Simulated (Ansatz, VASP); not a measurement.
# Two plane-wave programs on Ru

File INCAR:

```
PREC = Accurate ; ENCUT = 520
EDIFF = 1E-7 ; ISMEAR = -1
SIGMA = 0.1 ; LREAL = False
LASPH = True ; NELM = 100
ALGO = Normal ; ISIF = 2
LWAVE = False ; LCHARG = True
GGA = RE ; LELF = True
LVHAR = True ; NBANDS = 13
```

File KPOINTS:

```
Automatic mesh
0
Gamma
  16 16 16
```

File POSCAR:

```
Ru
1.0
    0.0000000000      1.9863815681      1.9863815681
    1.9863815681      0.0000000000      1.9863815681
    1.9863815681      1.9863815681      0.0000000000
Ru
1
Direct
    0.0000000000      0.0000000000      0.0000000000
```

Input for Ansatz:

```yaml
crystal:
  lattice:
    - [0.0, 1.9863815681, 1.9863815681]
    - [1.9863815681, 0.0, 1.9863815681]
    - [1.9863815681, 1.9863815681, 0.0]
  atoms:
    - { symbol: Ru, position: [0.0, 0.0, 0.0] }
hamiltonian:
  xc: revpbe
  pseudopotentials:
    kind: paw
    azcp:
      Ru: "pseudopotentials/Ru.paw.azcp"
basis:
  ecutwfc: 420
  fft_grid_basis: typed
kpoints:
  mp_grid: { grid: [16, 16, 16], shift: [0, 0, 0] }
magnetization:
  spin_polarized: false
scf:
  occupations: { method: fermi_dirac, width: 0.1 }
  lower_state_search: "off"
output:
  stress: true
```

Alike in both runs: task single point; functional revPBE; k mesh 16 × 16 × 16; occupations fermi-dirac, width 0.1 eV; no spin polarisation.

|  | VASP | Ansatz |
| --- | --- | --- |
| version | VASP 6.6.1 | Ansatz 0.2.0 |
| potentials or method | VASP PAW PBE potentials, release 64 (Ru_pv), cutoff 520 eV | plane waves (420 eV) with PAW, scalar-relativistic |
| valence electrons in the cell | 14 | 16 |

Ansatz gave:

```
pressure (GPa) : -25.1
```

Estimate VASP's values.

pressure (GPa): -25.2.

VASP's potentials were made for PBE, not for revPBE. VASP's potentials hold 14 valence electrons a cell and Ansatz's 16, so a difference there can come from the potentials and not from the codes.
